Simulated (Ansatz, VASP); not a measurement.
## CoO: VASP beside Ansatz

INCAR

```
SYSTEM = CoO
  PREC = Accurate
  ENCUT = 700
  EDIFF = 1E-6
  ISMEAR = 0
  SIGMA = 0.02
  LREAL = .False.
  LASPH = .True.
  NELM = 200
  ALGO = Normal
  ISIF = 2
  LWAVE = .False.
  LCHARG = .True.
  LMAXMIX = 4
  LDAU = .True.
  LDAUTYPE = 2
  LDAUL = 2 -1
  LDAUU = 3.32 0
  LDAUJ = 0 0
  LDAUPRINT = 1
  GGA = PE
  LELF = .True.
  LVHAR = .True.
  NBANDS = 18
  GGA_COMPAT = .False.
```

The input KPOINTS:

```
regular mesh
0
Gamma
  12 12 12
  0 0 0
```

File POSCAR:

```
CoO
1.0
   -1.4666640986      1.4666640986      2.0494877602
    1.4666640986     -1.4666640986      2.0494877602
    1.4666640986      1.4666640986     -2.0494877602
Co O
1 1
Direct
    0.0000000000      0.0000000000      0.0000000000
    0.5000000000      0.5000000000      0.0000000000
```

Input for Ansatz:

```yaml
crystal:
  lattice:
    - [-1.4666640986, 1.4666640986, 2.0494877602]
    - [1.4666640986, -1.4666640986, 2.0494877602]
    - [1.4666640986, 1.4666640986, -2.0494877602]
  atoms:
    - { symbol: Co, position: [0.0, 0.0, 0.0] }
    - { symbol: O, position: [0.5, 0.5, 0.0] }
basis:
  ecutwfc: 420
kpoints:
  mp_grid: { grid: [12, 12, 12] }
hamiltonian:
  xc: pbe
  hubbard: { sites: [{ species: Co, l: d, u_eff: 3.32 }] }
scf:
  occupations: { method: gaussian, width: 0.02 }
output:
  forces: true
  stress: true
  eigenvalues: true
```

Alike in both runs: task single point; functional PBE; k mesh 12 × 12 × 12; occupations gaussian, width 0.02 eV; no spin polarisation; Hubbard terms Co d U = 3.32 eV.

```csv
,VASP,Ansatz
version,VASP 6.6.1,Ansatz 0.2.0
potentials or method,"VASP PAW PBE potentials, release 64 (Co_sv, O), cutoff 700 eV","scalar-relativistic, plane waves, PAW"
valence electrons in the cell,23,23
```

Ansatz gave:

* gap on the k mesh at the Fermi level (eV): none
* pressure (GPa): -3.4
* traceless stress, the component that is largest in VASP (GPa): 0.32

Question: What did VASP give for the same quantities?

Answer: gap on the k mesh at the Fermi level (eV): none; pressure (GPa): -4.6; traceless stress, the component that is largest in VASP (GPa): 0.09.

The programs project onto different local orbitals, so the same U acts differently, and such runs can settle in different states. A gap of «none» marks a metal or a gap that the smearing closes. Ansatz's warnings: filled band counts differ across k points.
